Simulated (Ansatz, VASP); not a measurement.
**CdIn2O4 in VASP and in Ansatz**

Contents of INCAR:

```
SYSTEM = CdIn2O4
PREC = Accurate
ENCUT = 600
EDIFF = 1E-7
ISMEAR = 0
SIGMA = 0.1
LREAL = .FALSE.
LASPH = .TRUE.
NELM = 120
ALGO = Normal
ISIF = 3
LWAVE = .FALSE.
LCHARG = .FALSE.
GGA = PE
IBRION = 2
NSW = 60
EDIFFG = -0.04
GGA_COMPAT = .FALSE.
NELMIN = 4
```

File KPOINTS:

```
Automatic mesh
0
G
  4 4 4
  0 0 0
```

POSCAR

```
CdIn2O4
1.0
    0.0000000000      4.6110186600      4.6110186600
    4.6110186600      0.0000000000      4.6110186600
    4.6110186600      4.6110186600      0.0000000000
Cd In O
2 4 8
Direct
    0.2500000000      0.2500000000      0.2500000000
    0.0000000000      0.0000000000      0.0000000000
    0.1250000000      0.6250000000      0.6250000000
    0.6250000000      0.6250000000      0.6250000000
    0.6250000000      0.1250000000      0.6250000000
    0.6250000000      0.6250000000      0.1250000000
    0.8617458900      0.8617458900      0.8617458900
    0.8352377400      0.3882540800      0.3882540800
    0.3882540800      0.3882540800      0.8352377400
    0.3882540800      0.8352377400      0.3882540800
    0.8617458900      0.8617458900      0.4147622600
    0.8617458900      0.4147622600      0.8617458900
    0.3882540800      0.3882540800      0.3882540800
    0.4147622600      0.8617458900      0.8617458900
```

Input for Ansatz:

```yaml
crystal:
  lattice:
    - [0.0, 4.61101866, 4.61101866]
    - [4.61101866, 0.0, 4.61101866]
    - [4.61101866, 4.61101866, 0.0]
  atoms:
    - { symbol: Cd, position: [0.25, 0.25, 0.25] }
    - { symbol: Cd, position: [0.0, 0.0, 0.0] }
    - { symbol: In, position: [0.125, 0.625, 0.625] }
    - { symbol: In, position: [0.625, 0.625, 0.625] }
    - { symbol: In, position: [0.625, 0.125, 0.625] }
    - { symbol: In, position: [0.625, 0.625, 0.125] }
    - { symbol: O, position: [0.86174589, 0.86174589, 0.86174589] }
    - { symbol: O, position: [0.83523774, 0.38825408, 0.38825408] }
    - { symbol: O, position: [0.38825408, 0.38825408, 0.83523774] }
    - { symbol: O, position: [0.38825408, 0.83523774, 0.38825408] }
    - { symbol: O, position: [0.86174589, 0.86174589, 0.41476226] }
    - { symbol: O, position: [0.86174589, 0.41476226, 0.86174589] }
    - { symbol: O, position: [0.38825408, 0.38825408, 0.38825408] }
    - { symbol: O, position: [0.41476226, 0.86174589, 0.86174589] }
basis:
  ecutwfc: 420
kpoints:
  mp_grid: { grid: [4, 4, 4] }
hamiltonian:
  xc: pbe
scf:
  occupations: { method: gaussian, width: 0.1 }
output:
  forces: true
  stress: true
  eigenvalues: true
relax:
  adjacent_minimum: "off"
  f_tol: 0.04
  max_steps: 40
  cell: { stress_tol: 0.4 }
```

Alike in both runs: task relaxation of cell and atoms; functional PBE; k mesh 4 × 4 × 4; occupations gaussian, width 0.1 eV; no spin polarisation.

|  | VASP | Ansatz |
| --- | --- | --- |
| version | VASP 6.6.1 | Ansatz 0.2.0 |
| potentials or method | VASP PAW PBE potentials, release 64 (Cd, In_d, O), cutoff 600 eV | scalar-relativistic, plane waves, PAW |
| valence electrons in the cell | 124 | 140 |

```csv
,VASP,Ansatz,Ansatz less VASP
"gap on the k mesh at the Fermi level, each at its own relaxed structure (eV)",0.90,0.91,+0.016
relaxed volume (Å³/atom),14.49,14.45,-0.035
relaxed cell length with the largest relative difference (Å),6.595,6.589,-0.0053
```

VASP's potentials hold 124 valence electrons a cell and Ansatz's 140, so a difference there can come from the potentials and not from the codes.
